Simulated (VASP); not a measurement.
# Ge (P6_3/mmc) in VASP: relaxation of the atoms with PBEsol

Aim: the relaxation of the atoms of Ge with PBEsol.

Program: VASP 6.6.1. These are calculated values, not measurements. Logs are shortened: lines on timing, memory, paths and dates and some standing lists are left out, and cuts for length are marked.

## 1. The cell of the first run

It takes space group P6_3/mmc (No. 194, hexagonal). Conventional cell: a = 3.986 Å, b = 3.986 Å, c = 6.577 Å, α = 90.00°, β = 90.00°, γ = 120.00°. Within 3.2 Å of Ge (site symmetry 3m) lie 4 Ge at 2.44 to 2.47 Å.

## 2. Relaxation of the atoms, PBEsol

File INCAR:

```
SYSTEM = Ge
PREC     = Accurate       ! precision mode
ENCUT    = 520            ! plane-wave cutoff, eV
EDIFF    = 1E-6           ! SCF threshold, eV
ISMEAR   = 0              ! smearing method
SIGMA    = 0.01           ! smearing width, eV
LREAL    = .False.        ! projectors in reciprocal space
LASPH    = .True.         ! aspherical terms in the spheres
NELM     = 100            ! most SCF steps
ALGO     = Normal         ! electronic algorithm
ISIF     = 2              ! what is computed and relaxed
LWAVE    = .False.        ! write WAVECAR
LCHARG   = .False.        ! write CHGCAR
GGA      = PS             ! functional
IBRION   = 2              ! ionic algorithm
NSW      = 80             ! ionic steps
EDIFFG   = -0.002         ! ionic threshold
```

File KPOINTS:

```
Automatic mesh
0
Gamma
  8 8 4
  0 0 0
```

File POSCAR:

```
Ge
1.0
    3.9855000000      0.0000000000      0.0000000000
   -1.9927500000      3.4515442468      0.0000000000
    0.0000000000      0.0000000000      6.5772000000
Ge
4
Direct
    0.3333333333      0.6666666667      0.0625000000
    0.6666666667      0.3333333333      0.5625000000
    0.6666666667      0.3333333333      0.9375000000
    0.3333333333      0.6666666667      0.4375000000
```

Potentials or basis: VASP PAW PBE potentials, release 64 (Ge_d).

Launch:

```bash
$ cat potpaw_PBE.64/Ge_d/POTCAR > POTCAR
$ mpirun -np 1 vasp_std > vasp.out
```

OUTCAR:

```text
SYSTEM = Ge
   PREC = Accurate
   ENCUT = 520
   EDIFF = 1E-6
   ISMEAR = 0
   LREAL = .False.
   LASPH = .True.
   NELM = 100
   ISIF = 2
   GGA = PS
   IBRION = 2
   NSW = 80
   EDIFFG = -0.002

 ion  position               nearest neighbor table
   1  0.333  0.667  0.062-   3 2.44   3 2.44   3 2.44   4 2.47
   2  0.667  0.333  0.562-   4 2.44   4 2.44   4 2.44   3 2.47
   3  0.667  0.333  0.938-   1 2.44   1 2.44   1 2.44   2 2.47
   4  0.333  0.667  0.438-   2 2.44   2 2.44   2 2.44   1 2.47

  LATTYP: Found a hexagonal cell.
 ALAT       =     3.9855000000
 C/A-ratio  =     1.6502822732

  Lattice vectors:

 A1 = (   3.9855000000,   0.0000000000,   0.0000000000)
 A2 = (  -1.9927500000,   3.4515442468,   0.0000000000)
 A3 = (   0.0000000000,   0.0000000000,   6.5772000000)

Analysis of symmetry for initial positions (statically):
=====================================================================
 Subroutine PRICEL returns:
 Original cell was already a primitive cell.

 Routine SETGRP: Setting up the symmetry group for a
 hexagonal supercell.

 Subroutine GETGRP returns: Found 24 space group operations
 (whereof 12 operations were pure point group operations)
 out of a pool of 24 trial point group operations.

The static configuration has the point symmetry D_3d.
 The point group associated with its full space group is D_6h.

Analysis of symmetry for dynamics (positions and initial velocities):
=====================================================================
 Subroutine PRICEL returns:
 Original cell was already a primitive cell.

 Routine SETGRP: Setting up the symmetry group for a
 hexagonal supercell.

 Subroutine GETGRP returns: Found 24 space group operations
 (whereof 12 operations were pure point group operations)
 out of a pool of 24 trial point group operations.

The dynamic configuration has the point symmetry D_3d.
 The point group associated with its full space group is D_6h.

 Subroutine INISYM returns: Found 24 space group operations
 (whereof 12 operations are pure point group operations),
 and found     1 'primitive' translations

----------------------------------------------------------------------------------------

                                     Primitive cell

  volume of cell :      90.4768

  direct lattice vectors                    reciprocal lattice vectors
     3.985500000  0.000000000  0.000000000     0.250909547  0.144862695  0.000000000
    -1.992750000  3.451544247  0.000000000     0.000000000  0.289725389  0.000000000
     0.000000000  0.000000000  6.577200000     0.000000000  0.000000000  0.152040382

  length of vectors
     3.985500000  3.985500000  6.577200000     0.289725389  0.289725389  0.152040382

  position of ions in fractional coordinates (direct lattice)
     0.333333333  0.666666667  0.062500000
     0.666666667  0.333333333  0.562500000
     0.666666667  0.333333333  0.937500000
     0.333333333  0.666666667  0.437500000

  ion indices of the primitive-cell ions
   primitive index   ion index
                 1           1
                 2           2
                 3           3
                 4           4

----------------------------------------------------------------------------------------

 KPOINTS: Automatic mesh

Automatic generation of k-mesh.
 Grid dimensions read from file:
 generate k-points for:    8    8    4

 Generating k-lattice:

  Cartesian coordinates                     Fractional coordinates (reciprocal lattice)
     0.031363693  0.018107837  0.000000000     0.125000000  0.000000000  0.000000000
     0.000000000  0.036215674  0.000000000     0.000000000  0.125000000  0.000000000
     0.000000000  0.000000000  0.038010095     0.000000000  0.000000000  0.250000000

  Length of vectors
     0.036215674  0.036215674  0.038010095

  Shift w.r.t. Gamma in fractional coordinates (k-lattice)
     0.000000000  0.000000000  0.000000000

 Subroutine IBZKPT returns following result:
 ===========================================

 Found     30 irreducible k-points:

 Following reciprocal coordinates:
            Coordinates               Weight
  0.000000  0.000000  0.000000      1.000000
  0.125000  0.000000  0.000000      6.000000
  0.250000  0.000000  0.000000      6.000000
  0.375000  0.000000  0.000000      6.000000
  0.500000  0.000000  0.000000      3.000000
  0.125000  0.125000  0.000000      6.000000
[... 16 lines left out ...]
  0.250000  0.000000  0.500000      6.000000
  0.375000  0.000000  0.500000      6.000000
 [... further k-points ...]
   k-points           NKPTS =     30   k-points in BZ     NKDIM =     30   number of bands    NBANDS=     33
   number of dos      NEDOS =    301   number of ions     NIONS =      4
   total plane-waves  NPLWV =  45000
   dimension x,y,z NGX =    30 NGY =   30 NGZ =   50
   dimension x,y,z NGXF=    60 NGYF=   60 NGZF=  100
   ions per type =               4
   NGX,Y,Z   is equivalent  to a cutoff of  12.51, 12.51, 12.64 a.u.
   NGXF,Y,Z  is equivalent  to a cutoff of  25.03, 25.03, 25.28 a.u.
 SYSTEM =  Ge
   PREC   = accura    normal or accurate (medium, high low for compatibility)
   ISTART =      0    job   : 0-new  1-cont  2-samecut
   ICHARG =      2    charge: 1-file 2-atom 10-const
   ISPIN  =      1    spin polarized calculation?
   LNONCOLLINEAR =      F non collinear calculations
   LSORBIT =      F    spin-orbit coupling
   LASPH  =      T    aspherical Exc in radial PAW
   ENCUT  =  520.0 eV  38.22 Ry    6.18 a.u.   7.41  7.41 12.23*2*pi/ulx,y,z
   NELM   =    100;   NELMIN=  2; NELMDL= -5     # of ELM steps
   EDIFF  = 0.1E-05   stopping-criterion for ELM
   LREAL  =      F    real-space projection
   EDIFFG = -.2E-02   stopping-criterion for IOM
   NSW    =     80    number of steps for IOM
   IBRION =      2    ionic relax: 0-MD 1-quasi-New 2-CG
   NFREE  =      1    steps in history (QN), initial steepest desc. (CG)
   ISIF   =      2    stress and relaxation
   ISYM   =      2    0-nonsym 1-usesym 2-fastsym
   POTIM  = 0.5000    time-step for ionic-motion
   TEBEG  =    0.0;   TEEND  =   0.0 temperature during run
   PSTRESS=    0.0 pullay stress
   NELECT =      56.0000    total number of electrons
   NUPDOWN=      -1.0000    fix difference up-down
   EMIN   =  10.00;   EMAX   =-10.00  energy-range for DOS
   EFERMI =   0.00;   METHOD = LEGACY
   ISMEAR =     0;   SIGMA  =   0.01  broadening in eV -4-tet -1-fermi 0-gaus
   EFERMI_NEDOS =   21; number of points for ismear=-14 and -15
   IALGO  =     38    algorithm
   IMIX   =      4    mixing-type and parameters
     AMIX     =   0.40;   BMIX     =  1.00
     AMIX_MAG =   1.60;   BMIX_MAG =  1.00
  volume/ion in A,a.u.               =      22.62       152.64
  Fermi-wavevector in a.u.,A,eV,Ry     =   1.395163  2.636477 26.483480  1.946481
  Thomas-Fermi vector in A             =   2.518642
   LORBIT       =      0    0 simple, 1 ext, 2 COOP (PROOUT), +10 PAW based schemes
   GGA     = PS    functional components
   LHFCALC =     F    Hartree Fock is set to
   AEXX    =    0.0000 exact exchange contribution
   IVDW    =     0    specifies the selected vdW correction
   LEPSILON=     F    determine dielectric tensor
   LRPA    =     F    only Hartree local field effects (RPA)
 conjugate gradient relaxation of ions
 non-spin polarized calculation
 Gauss-broadening in eV      SIGMA  =   0.01
  energy-cutoff  :      520.00
  volume of cell :       90.48
 maximum number of plane-waves:      2472
 NGX is ok and might be reduce to    30
   NGX = 15   NGY = 15   NGZ = 25

--------------------------------------- Ionic step        1  -------------------------------------------

 number of electron      56.0000054 magnetization

 Free energy of the ion-electron system (eV)
  ---------------------------------------------------
  ext. energy  EPLUGINS =         0.00000000
  ---------------------------------------------------
  free energy    TOTEN  =       -19.67507308 eV

  energy without entropy =      -19.67505507  energy(sigma->0) =      -19.67506407

------------------------ aborting loop because EDIFF is reached ----------------------------------------

  FORCE on cell =-STRESS in cart. coord.  units (eV):
  Direction    XX          YY          ZZ          XY          YZ          ZX
  --------------------------------------------------------------------------------------
  -------------------------------------------------------------------------------------
  Total        0.3940096      0.3940096      0.1350791      0.0000000     -0.0000000      0.0000000
  in kB        6.9771818      6.9771818      2.3920012      0.0000000     -0.0000000      0.0000000
  external PRESSURE =       5.4487883 kB  Pullay stress =       0.0000000 kB

 VOLUME and BASIS-vectors are now :
 -----------------------------------------------------------------------------
  energy-cutoff  :      520.00
  volume of cell :       90.48
      direct lattice vectors                 reciprocal lattice vectors
     3.985500000  0.000000000  0.000000000     0.250909547  0.144862695  0.000000000
    -1.992750000  3.451544247  0.000000000     0.000000000  0.289725389  0.000000000
     0.000000000  0.000000000  6.577200000     0.000000000  0.000000000  0.152040382
[... 39 lines left out ...]
 POSITION                                       TOTAL-FORCE (eV/Angst)
 -----------------------------------------------------------------------------------
     -0.00000      2.30103      0.41439        -0.000000      0.000000     -0.005506
      1.99275      1.15051      3.70299         0.000000     -0.000000     -0.005506
      1.99275      1.15051      6.16281        -0.000000      0.000000      0.005506
     -0.00000      2.30103      2.87421        -0.000000      0.000000      0.005506
 -----------------------------------------------------------------------------------
    total drift:                               -0.000000      0.000000     -0.000000

  FREE ENERGIE OF THE ION-ELECTRON SYSTEM (eV)
  ---------------------------------------------------
  free  energy   TOTEN  =       -19.6754973085 eV

  energy  without entropy=      -19.6754965643  energy(sigma->0) =      -19.67549694

--------------------------------------- Ionic step        3  -------------------------------------------

 number of electron      56.0000054 magnetization

 Free energy of the ion-electron system (eV)
  ---------------------------------------------------
  ext. energy  EPLUGINS =         0.00000000
  ---------------------------------------------------
  free energy    TOTEN  =       -19.67549992 eV

  energy without entropy =      -19.67549892  energy(sigma->0) =      -19.67549942

 E-fermi :   4.9902     XC(G=0): -10.1270

 val. band max:        4.9706814344   @ k =   0.0000   0.0000   0.0000
 cond. band min:       5.0112948866   @ k =   0.0000   0.0000   0.2500
 fundamental gap:      0.0406134522
 Fermi energy:         4.9902136893

 k-point     1 :       0.0000    0.0000    0.0000
  band No.  band energies     occupation
      1     -19.9325      2.00000
      2     -19.9325      2.00000
      3     -19.8938      2.00000
      4     -19.8929      2.00000
      5     -19.8929      2.00000
      6     -19.8807      2.00000
[... 853 lines left out ...]
     32       7.4303      0.00000
     33      10.8837      0.00000

 [... further k-points ...]
[... 5 lines left out ...]
  --------------------------------------------------------------------------------------
  -------------------------------------------------------------------------------------
  Total        0.3469184      0.3469184      0.2815525      0.0000000      0.0000000      0.0000000
  in kB        6.1432841      6.1432841      4.9857745      0.0000000      0.0000000      0.0000000
  external PRESSURE =       5.7574475 kB  Pullay stress =       0.0000000 kB

 VOLUME and BASIS-vectors are now :
 -----------------------------------------------------------------------------
  energy-cutoff  :      520.00
  volume of cell :       90.48
      direct lattice vectors                 reciprocal lattice vectors
     3.985500000  0.000000000  0.000000000     0.250909547  0.144862695  0.000000000
    -1.992750000  3.451544247  0.000000000     0.000000000  0.289725389  0.000000000
     0.000000000  0.000000000  6.577200000     0.000000000  0.000000000  0.152040382

 POSITION                                       TOTAL-FORCE (eV/Angst)
 -----------------------------------------------------------------------------------
     -0.00000      2.30103      0.41415         0.000000      0.000000      0.000661
      1.99275      1.15051      3.70275        -0.000000      0.000000      0.000661
      1.99275      1.15051      6.16305        -0.000000      0.000000     -0.000661
     -0.00000      2.30103      2.87445        -0.000000     -0.000000     -0.000661
 -----------------------------------------------------------------------------------
    total drift:                               -0.000000      0.000000     -0.000000

  FREE ENERGIE OF THE ION-ELECTRON SYSTEM (eV)
  ---------------------------------------------------
  free  energy   TOTEN  =       -19.6754999249 eV

  energy  without entropy=      -19.6754989215  energy(sigma->0) =      -19.67549942

 reached required accuracy - stopping structural energy minimisation
```

Run time: 1.9 min. Hardware: 1 thread of AMD EPYC 7R13 (Zen 3), shared host; peak memory 0.2 GiB.

What came out:

- Free energy: -19.6755 eV
- Energy gained by relaxing: 0.1 meV/atom
- Ionic steps: 3
- Pressure after relaxing: 0.6 GPa
- Band gap on the k mesh: 0.04 eV, indirect (least direct gap 0.08 eV)

Stress tensor (GPa, compression positive):
```
0.61 0.00 0.00
0.00 0.61 0.00
0.00 0.00 0.50
```

The path:
```csv
step,energy change (eV),largest force (eV/Å),pressure (GPa)
1,0.0000,0.0687,0.54
2,-0.0004,0.0055,0.57
3,-0.0004,0.0007,0.58
```

Final structure:
```
Ge
1.0
     3.98550    0.00000    0.00000
    -1.99275    3.45154    0.00000
     0.00000    0.00000    6.57720
Ge
4
Direct
  0.33333 0.66667 0.06297
  0.66667 0.33333 0.56297
  0.66667 0.33333 0.93703
  0.33333 0.66667 0.43703
```

Levels at points of the mesh, in eV from the valence-band top:
| k point | band 25 | band 26 | band 27 | band 28 | band 29 | band 30 | band 31 | band 32 |
| --- | --- | --- | --- | --- | --- | --- | --- | --- |
| (0.00, 0.00, 0.00) | -1.55 | -0.21 | -0.16 | 0.00 | 0.08 | 0.08 | 2.19 | 2.19 |
| (0.50, 0.00, 0.00) | -4.71 | -3.16 | -2.92 | -1.51 | 0.40 | 1.59 | 3.44 | 3.63 |
| (0.00, 0.00, 0.50) | -0.92 | -0.92 | -0.92 | -0.92 | 0.62 | 0.62 | 3.31 | 3.31 |
| (0.50, 0.00, 0.50) | -2.63 | -2.63 | -2.49 | -2.49 | 0.43 | 0.43 | 2.00 | 2.00 |

Caveat: the PAW data sets were made with another functional, which shifts forces and pressure a little. A k mesh can miss the band edges.
